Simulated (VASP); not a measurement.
# Bi in VASP: a series of runs, part 2 of 2

VASP 6.6.1. The steps go on from the part before.

## Step 6: Single point, PBE0

This run uses another cell than the first one, of 31.12 Å³/atom.

File POSCAR:

```
Bi
1.0
   -1.9814305318      1.9814305318      1.9814305318
    1.9814305318     -1.9814305318      1.9814305318
    1.9814305318      1.9814305318     -1.9814305318
Bi
1
Direct
    0.0000000000      0.0000000000      0.0000000000
```

File INCAR.step1:

```
SYSTEM = Bi
ALGO = Normal
EDIFF = 1E-5
ENCUT = 520
GGA = PE
ISIF = 2
ISMEAR = -1
LASPH = .TRUE.
LCHARG = .FALSE.
LREAL = .FALSE.
LWAVE = .TRUE.
NBANDS = 14
NELM = 100
PREC = Accurate
SIGMA = 0.05
```

File INCAR.step2:

```
SYSTEM = Bi
AEXX = 0.25
ALGO = Normal
EDIFF = 1E-6
ENCUT = 520
GGA = PE
ISIF = 2
ISMEAR = -1
ISTART = 1
LASPH = .TRUE.
LCHARG = .FALSE.
LHFCALC = .TRUE.
LREAL = .FALSE.
LWAVE = .FALSE.
NBANDS = 14
NELM = 100
PREC = Accurate
PRECFOCK = Normal
SIGMA = 0.05
```

File KPOINTS:

```
k-points
0
G
  6 6 6
  0 0 0
```

Potentials or basis: VASP PAW PBE potentials, release 64 (Bi_d).

Launch:

```
> cat potpaw_PBE.64/Bi_d/POTCAR > POTCAR
> cp INCAR.step1 INCAR
> mpirun -np 1 vasp_std > vasp.out
> cp INCAR.step2 INCAR
> mpirun -np 1 vasp_std > vasp.out
```

OUTCAR:

```text
SYSTEM = Bi
   AEXX = 0.25
   EDIFF = 1E-6
   ENCUT = 520
   GGA = PE
   ISIF = 2
   ISMEAR = -1
   ISTART = 1
   LASPH = .TRUE.
   LHFCALC = .TRUE.
   LREAL = .FALSE.
   NELM = 100
   PREC = Accurate
   PRECFOCK = Normal

 ion  position               nearest neighbor table
   1  0.000  0.000  0.000-

  LATTYP: Found a body centered cubic cell.
 ALAT       =     3.9628610636

  Lattice vectors:

 A1 = (  -1.9814305318,   1.9814305318,   1.9814305318)
 A2 = (   1.9814305318,  -1.9814305318,   1.9814305318)
 A3 = (   1.9814305318,   1.9814305318,  -1.9814305318)

Analysis of symmetry for initial positions (statically):
=====================================================================
 Subroutine PRICEL returns:
 Original cell was already a primitive cell.

 Routine SETGRP: Setting up the symmetry group for a
 body centered cubic supercell.

 Subroutine GETGRP returns: Found 48 space group operations
 (whereof 48 operations were pure point group operations)
 out of a pool of 48 trial point group operations.

The static configuration has the point symmetry O_h .

Analysis of symmetry for dynamics (positions and initial velocities):
=====================================================================
 Subroutine PRICEL returns:
 Original cell was already a primitive cell.

 Routine SETGRP: Setting up the symmetry group for a
 body centered cubic supercell.

 Subroutine GETGRP returns: Found 48 space group operations
 (whereof 48 operations were pure point group operations)
 out of a pool of 48 trial point group operations.

The dynamic configuration has the point symmetry O_h .

 Subroutine INISYM returns: Found 48 space group operations
 (whereof 48 operations are pure point group operations),
 and found     1 'primitive' translations

[... 116 lines left out ...]
   HFSCREEN=    0.0000 screening length (either q_TF or 0.3 A-1)
   HFSCREENC=   0.0000 screening length for correlation (either q_TF or 0.3 A-1)
   ENCUTFOCK=  -1.0 apply spherical cutoff to Coloumb kernel
   IVDW    =     0    specifies the selected vdW correction
   LEPSILON=     F    determine dielectric tensor
   LRPA    =     F    only Hartree local field effects (RPA)
 non-spin polarized calculation
  energy-cutoff  :      520.00
  volume of cell :       31.12
 maximum number of plane-waves:       887
 NGX is ok and might be reduce to    28
  NGX = 20; NGY = 20; NGZ = 20

 number of electron      14.9999994 magnetization

 Free energy of the ion-electron system (eV)
  ---------------------------------------------------
  ext. energy  EPLUGINS =         0.00000000
  ---------------------------------------------------
  free energy    TOTEN  =        -4.91805397 eV

  energy without entropy =       -4.91283237  energy(sigma->0) =       -4.91544317

 E-fermi :   7.3381     XC(G=0):  -8.1348

 val. band max:        7.2027231823   @ k =   0.3333   0.1667  -0.0000
 cond. band min:       7.7348679718   @ k =   0.3333   0.1667   0.1667
 fundamental gap:      0.5321447895
 Fermi energy:         7.3380636150

 k-point     1 :       0.0000    0.0000    0.0000
  band No.  band energies     occupation
      1     -17.7779      2.00000
      2     -17.7779      2.00000
      3     -17.7779      2.00000
      4     -17.6389      2.00000
      5     -17.6389      2.00000
      6      -7.5650      2.00000
      7      13.9918      0.00000
      8      13.9918      0.00000
      9      13.9918      0.00000
     10      18.0779      0.00000
     11      19.4813      0.00000
     12      19.4813      0.00000
     13      19.4813      0.00000
     14      20.6445      0.00000
[... 241 lines left out ...]
      1     -17.7920      2.00000
      2     -17.7920      2.00000
      3     -17.5758      2.00000
      4     -17.5758      2.00000
      5     -17.5758      2.00000
      6      -1.5549      2.00000
      7       5.3359      2.00000
      8       5.3359      2.00000
      9       5.3359      2.00000
     10      11.9382      0.00000
     11      11.9382      0.00000
     12      24.7194      0.00000
     13      26.9896      0.00000
     14      26.9896      0.00000

------------------------ aborting loop because EDIFF is reached ----------------------------------------

  FORCE on cell =-STRESS in cart. coord.  units (eV):
  Direction    XX          YY          ZZ          XY          YZ          ZX
  --------------------------------------------------------------------------------------
  -------------------------------------------------------------------------------------
  Total       -0.1499096     -0.1499096     -0.1499096      0.0000000      0.0000000     -0.0000000
  in kB       -7.7186872     -7.7186872     -7.7186872      0.0000000      0.0000000     -0.0000000
  external PRESSURE =      -7.7186872 kB  Pullay stress =       0.0000000 kB

 VOLUME and BASIS-vectors are now :
 -----------------------------------------------------------------------------
  energy-cutoff  :      520.00
  volume of cell :       31.12
      direct lattice vectors                 reciprocal lattice vectors
    -1.981430532  1.981430532  1.981430532     0.000000000  0.252342937  0.252342937
     1.981430532 -1.981430532  1.981430532     0.252342937  0.000000000  0.252342937
     1.981430532  1.981430532 -1.981430532     0.252342937  0.252342937  0.000000000

 POSITION                                       TOTAL-FORCE (eV/Angst)
 -----------------------------------------------------------------------------------
      0.00000      0.00000      0.00000         0.000000     -0.000000     -0.000000
 -----------------------------------------------------------------------------------
    total drift:                               -0.000000      0.000000      0.000000

  FREE ENERGIE OF THE ION-ELECTRON SYSTEM (eV)
  ---------------------------------------------------
  free  energy   TOTEN  =        -4.9180539705 eV

  energy  without entropy=       -4.9128323672  energy(sigma->0) =       -4.91544317
```

OUTCAR.step1:

```text
SYSTEM = Bi
   EDIFF = 1E-5
   ENCUT = 520
   GGA = PE
   ISIF = 2
   ISMEAR = -1
   LASPH = .TRUE.
[... 478 lines left out ...]
 -----------------------------------------------------------------------------------
      0.00000      0.00000      0.00000         0.000000      0.000000      0.000000
 -----------------------------------------------------------------------------------
    total drift:                               -0.000000     -0.000000     -0.000000

  FREE ENERGIE OF THE ION-ELECTRON SYSTEM (eV)
  ---------------------------------------------------
  free  energy   TOTEN  =        -3.7409421700 eV

  energy  without entropy=       -3.7251650530  energy(sigma->0) =       -3.73305361
```

OSZICAR.step1:

```text
N       E                     dE             d eps       ncg     rms          rms(c)
DAV:   1     0.107745997071E+03    0.10775E+03   -0.75617E+03   454   0.121E+03
DAV:   2     0.238017916405E+01   -0.10537E+03   -0.10181E+03   478   0.319E+02
DAV:   3    -0.360604816285E+01   -0.59862E+01   -0.59733E+01   576   0.748E+01
DAV:   4    -0.373808443605E+01   -0.13204E+00   -0.13200E+00   568   0.123E+01
DAV:   5    -0.374380443421E+01   -0.57200E-02   -0.57197E-02   588   0.237E+00    0.451E-01
DAV:   6    -0.374102663086E+01    0.27778E-02   -0.82067E-03   648   0.115E+00    0.270E-01
DAV:   7    -0.374087263157E+01    0.15400E-03   -0.49782E-03   574   0.965E-01    0.793E-02
DAV:   8    -0.374094775462E+01   -0.75123E-04   -0.59190E-04   598   0.359E-01    0.127E-02
DAV:   9    -0.374094217001E+01    0.55846E-05   -0.13536E-05   410   0.584E-02
   1 F= -.37409422E+01 E0= -.37330536E+01  d E =-.157771E-01
```

Run time: 22 min. Hardware: 1 thread of Intel Xeon Platinum 8375C at 2.90GHz (Ice Lake), shared host; peak memory 0.17 GiB.

What came out:

```yaml
Free_energy: -4.9181 eV
Pressure: -0.8 GPa
Band_gap_on_the_k_mesh: zero (an odd number of electrons rules out a gap without spin polarisation)
```

Caveat: the k points lie up to 0.37 Å⁻¹ apart, too coarse for converged energies and pressures of a metal; the PAW data sets were made with another functional, which shifts forces and pressure a little; spin-orbit coupling is left out, which moves the levels of the heavy elements.

## Step 7: Summary

| level | cell | k mesh | cutoff (eV) | smearing | dipole correction | grid for exact exchange (PRECFOCK) | share of exact exchange | screening parameter | tolerance level | gap on the mesh (eV) | pressure (GPa) |
| --- | --- | --- | --- | --- | --- | --- | --- | --- | --- | --- | --- |
| HSE06 | a = 3.362 Å, angles 109.5°, 1 atom | 6 × 6 × 6 | 520 | fermi-dirac 0.05 eV | no | Normal | 0.25 | 0.2079 1/Å | - | none | 3.3 |
| PBE0 | a = 3.362 Å, angles 109.5°, 1 atom | 6 × 6 × 6 | 520 | fermi-dirac 0.05 eV | no | Normal | 0.25 | - | - | none | 3.0 |
| RPBE | a = 3.443 Å, angles 109.7, 109.7, 108.9°, 1 atom | 18 × 18 × 18 | 640 | methfessel-paxton 0.05 eV | - | - | - | - | standard | none | 1.8 |
| HSE06 | a = 3.432 Å, angles 109.5°, 1 atom | 6 × 6 × 6 | 520 | fermi-dirac 0.05 eV | no | Normal | 0.25 | 0.2079 1/Å | - | none | -0.8 |
| PBE0 | a = 3.432 Å, angles 109.5°, 1 atom | 6 × 6 × 6 | 520 | fermi-dirac 0.05 eV | no | Normal | 0.25 | - | - | none | -0.8 |

Alike in all rows: task single point; potentials or basis VASP PAW PBE potentials, release 64 (Bi_d); no spin polarisation.

Caveats: some runs use coarse meshes; the PAW data sets were made with another functional, which shifts forces and pressure a little; spin-orbit coupling is left out, which moves the levels of the heavy elements.

Total energies depend on the potentials used, so only differences within one code and one set of settings carry meaning.
